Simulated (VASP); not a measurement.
Set up this calculation in VASP 6.6.1, as the native input.

```yaml
Task: single point
Functional: PBE
Potentials_or_basis: VASP PAW PBE potentials, release 64 (Ir_sv_GW, O)
Cutoff: 700 eV
k_mesh: 18 × 18 × 8
Occupations: gaussian, width 0.1 eV
Spin: no spin polarisation
Dipole_correction: no
Further_INCAR_settings: ALGO = Normal; EDIFF = 1e-06; NBANDS = 31
```

The structure of IrO lies in POSCAR:

```
IrO
1.0
    3.2230463975      0.0000000000      0.0000000000
   -1.6115231988      2.7912400578      0.0000000000
    0.0000000000      0.0000000000      5.3388653761
Ir O
2 2
Direct
    0.0000000000      0.0000000000      0.0000000000
    0.0000000000      0.0000000000      0.5000000000
    0.3333333333      0.6666666667      0.2500000000
    0.6666666667      0.3333333333      0.7500000000
```

One way to write it, as run:

INCAR

```
SYSTEM = IrO
PREC     = Accurate       ! precision mode
ENCUT    = 700            ! plane-wave cutoff, eV
EDIFF    = 1E-6           ! SCF threshold, eV
ISMEAR   = 0              ! smearing method
SIGMA    = 0.1            ! smearing width, eV
LREAL    = .FALSE.        ! projectors in reciprocal space
LASPH    = .TRUE.         ! aspherical terms in the spheres
NELM     = 120            ! most SCF steps
ALGO     = Normal         ! electronic algorithm
ISIF     = 2              ! what is computed and relaxed
LWAVE    = .FALSE.        ! write WAVECAR
LCHARG   = .FALSE.        ! write CHGCAR
GGA      = PE             ! functional
NBANDS   = 31             ! bands
GGA_COMPAT= .FALSE.
```

KPOINTS

```
Automatic mesh
0
G
  18 18 8
  0 0 0
```

Potentials or basis: VASP PAW PBE potentials, release 64 (Ir_sv_GW, O).

The run is started by

```console
$ cat potpaw_PBE.64/Ir_sv_GW/POTCAR potpaw_PBE.64/O/POTCAR > POTCAR
$ mpirun -np 1 vasp_std > vasp.out
```

It gave:

```json
{"Pressure": "-0.6 GPa", "Band gap on the k mesh": "zero (bands 23 and 24 overlap by 1.18 eV)"}
```

Caveat: spin-orbit coupling is left out, which moves the levels of the heavy elements.

It took 2.9 min on 1 thread of Intel(R) Xeon(R) 6975P-C (Granite Rapids), on a shared host, peak memory 0.46 GiB.
